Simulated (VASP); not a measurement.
Runs of VASP 6.6.1 on InP. The structure is that of space group Fm-3m (No. 225), or close to it. The cells are those of the table. 

```tsv
cell	gap on the mesh (eV)	pressure (GPa)
a = 3.888, b = 3.888, c = 3.859 Å, angles 60.3, 60.3, 59.5°, 2 atoms	none	(a)
a = 3.947, b = 3.947, c = 3.918 Å, angles 60.2, 60.2, 59.5°, 2 atoms	none	(b)
a = 3.948, b = 3.948, c = 3.859 Å, angles 60.7, 60.7, 58.5°, 2 atoms	none	0.3
a = 3.888, b = 3.888, c = 3.918 Å, angles 59.8, 59.8, 60.5°, 2 atoms	none	1.2
a = 3.859, b = 3.859, c = 3.918 Å, angles 59.5, 59.5, 61.0°, 2 atoms	none	2.5
```

Alike in all rows: task single point; level PBE; potentials or basis VASP PAW PBE potentials, release 64 (In_d, P); no spin polarisation; k mesh 18 × 18 × 18; cutoff (eV) 520; smearing gaussian 0.15 eV.

Task: Fill in the values left out.

Result: (a) 2.4; (b) -1.1.

Caveats: spin-orbit coupling is left out, which moves the levels of the heavy elements.

A k mesh can miss the band edges, and the runs leave out spin-orbit coupling on In.

A gap of «none» marks levels without a gap at the run's occupations.
